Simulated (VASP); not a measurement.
# Ba4Zr3TiO12: single point with HSE06

The system is Ba4Zr3TiO12.

```
Ba Ti Zr O
1.0
     8.36196    0.00000    0.00000
     0.00000    8.36196    0.00000
     0.00000    0.00000    8.36196
Ba Ti Zr O
8 2 6 24
Direct
  0.01056 0.00369 0.00388
  0.01063 0.00235 0.50221
  0.01064 0.50231 0.00230
  0.01047 0.50357 0.50382
  0.49917 0.00462 0.00427
  0.49954 0.00202 0.50298
  0.49952 0.50198 0.00299
  0.49906 0.50467 0.50429
  0.25937 0.25719 0.25747
  0.25937 0.75739 0.75759
  0.25138 0.25536 0.75550
  0.25138 0.75522 0.25556
  0.75928 0.25060 0.25093
  0.75079 0.24993 0.74998
  0.75077 0.74989 0.25009
  0.75931 0.75062 0.75099
  0.24832 0.24471 0.00156
  0.24770 0.24936 0.48781
  0.24757 0.74937 0.98767
  0.24843 0.74470 0.50136
  0.74498 0.25970 0.99958
  0.74613 0.23609 0.49861
  0.74609 0.73604 0.99852
  0.74470 0.75965 0.49947
  0.00413 0.24821 0.24731
  0.00067 0.24421 0.74580
  0.00067 0.74457 0.24561
  0.00403 0.74786 0.74684
  0.48480 0.24726 0.24838
  0.49732 0.24582 0.74504
  0.49733 0.74617 0.24462
  0.48466 0.74687 0.74812
  0.24738 0.00158 0.24943
  0.24868 0.98746 0.74510
  0.24874 0.48768 0.24507
  0.24730 0.50130 0.74943
  0.74628 0.99927 0.23701
  0.74458 0.99824 0.76025
  0.74475 0.49838 0.26036
  0.74612 0.49913 0.73690
```

| Quantity | Value |
| --- | --- |
| Program | VASP 6.6.1 |
| Task | single point |
| Functional | HSE06 |
| Potentials or basis | VASP PAW PBE potentials, release 64 (Ba_sv, Ti_sv, Zr_sv, O) |
| Cutoff | 520 eV |
| k mesh | 1 × 1 × 1, shifted |
| Occupations | fermi-dirac, width 0.05 eV |
| Spin | no spin polarisation |

```yaml
Pressure: -2.8 GPa
Largest_force: 0.179 eV/Å
Band_gap_on_the_k_mesh: 4.65 eV
```

Forces on the atoms (eV/Å):
```
Ba  -0.071 -0.031 -0.043
Ba  -0.077 -0.043 -0.025
Ba  -0.077 -0.041 -0.027
Ba  -0.067 -0.029 -0.044
Ba  -0.012 -0.051 -0.039
Ba  -0.020 -0.024 -0.039
Ba  -0.019 -0.022 -0.039
Ba  -0.011 -0.053 -0.041
Ti  -0.012  0.000 -0.003
Ti  -0.029 -0.016 -0.016
Zr  -0.048 -0.037 -0.033
Zr  -0.047 -0.031 -0.034
Zr  -0.033 -0.014 -0.014
Zr  -0.056 -0.040 -0.030
Zr  -0.054 -0.031 -0.039
Zr  -0.037 -0.027 -0.030
O    0.057  0.065 -0.011
O    0.061  0.047 -0.101
O    0.063  0.048 -0.101
O    0.055  0.066 -0.012
O    0.057 -0.024  0.007
O    0.063  0.064 -0.005
O    0.065  0.065 -0.002
O    0.061 -0.024  0.013
O   -0.006  0.038  0.046
O    0.040  0.062  0.043
O    0.040  0.056  0.047
O   -0.003  0.050  0.062
O   -0.164  0.043  0.040
O   -0.019  0.050  0.053
O   -0.020  0.044  0.061
O   -0.160  0.058  0.055
O    0.053 -0.012  0.042
O    0.062 -0.103  0.069
O    0.061 -0.105  0.067
O    0.053 -0.010  0.044
O    0.057  0.011  0.061
O    0.068 -0.005 -0.021
O    0.064 -0.010 -0.025
O    0.061  0.014  0.065
```

Stress tensor (GPa, compression positive):
```
-2.46  0.12  0.13
 0.12 -2.94  0.15
 0.13  0.15 -2.92
```

Levels at points of the mesh, in eV from the valence-band top:
```csv
k point,band 156,band 157,band 158,band 159,band 160,band 161,band 162,band 163,band 164,band 165
"(0.25, 0.25, 0.25)",-0.18,-0.08,-0.07,-0.07,0.00,4.69,4.92,4.93,5.02,5.03
```

Run time: 52 min on 1 × NVIDIA H100 80GB with 1 thread of AMD EPYC 7R13 Processor (Zen 3) (shared host), peak memory 1.7 GiB.

Caveat: the PAW data sets were made with another functional, which shifts forces and pressure a little; spin-orbit coupling is left out, which moves the levels of the heavy elements.
